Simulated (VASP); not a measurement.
# LiNbO3: single point with LDA

LiNbO3:

```
Li Nb O
1.0
     2.53709    1.46479    4.54104
    -2.53709    1.46479    4.54104
     0.00000   -2.92958    4.54104
Li Nb O
2 2 6
Cartesian
  0.0000 0.0000 4.1101
  0.0000 0.0000 10.9217
  0.0000 0.0000 0.2511
  0.0000 0.0000 7.0626
  -0.6603 -1.4102 5.6812
  1.5514 0.1333 5.6812
  -0.8911 1.2769 5.6812
  -1.6459 -0.1879 7.9517
  0.6603 1.5194 7.9517
  0.9857 -1.3315 7.9517
```

- Program: VASP 6.6.1
- Task: single point
- Functional: LDA
- Potentials or basis: VASP PAW LDA potentials, release 64 (Li_sv, Nb_sv, O)
- Cutoff: 520 eV
- k mesh: 4 × 4 × 4
- Occupations: gaussian, width 0.01 eV
- Spin: no spin polarisation
- Dipole correction: no
- Further INCAR settings: ALGO = Normal; EDIFF = 1e-07; NBANDS = 45

* Largest force: 0.058 eV/Å
* Band gap on the k mesh: 3.52 eV, indirect (the least direct gap lies 2.2 meV higher)

Forces on the atoms (eV/Å):
```
Li   0.000  0.000  0.001
Li   0.000  0.000  0.001
Nb   0.000  0.000 -0.058
Nb   0.000  0.000 -0.058
O   -0.010  0.028  0.019
O   -0.019 -0.023  0.019
O    0.029 -0.005  0.019
O   -0.029 -0.005  0.019
O    0.010  0.028  0.019
O    0.019 -0.023  0.019
```

Levels at points of the mesh, in eV from the valence-band top:
```tsv
k point	band 32	band 33	band 34	band 35	band 36	band 37
(0.00, 0.00, 0.00)	-0.48	0.00	0.00	3.52	3.52	3.93
(0.50, 0.00, 0.00)	-0.26	-0.16	-0.16	3.95	3.95	4.79
(0.50, 0.50, 0.00)	-0.63	-0.40	-0.21	3.60	4.10	4.62
(0.50, 0.50, 0.50)	-0.29	-0.29	-0.29	4.70	4.70	4.94
```

Run time: 56 s on 1 thread of Intel(R) Xeon(R) Platinum 8488C (Sapphire Rapids), on a shared host, peak memory 0.22 GiB.

 A hybrid or GW would open this gap; LDA tends to underestimate it.
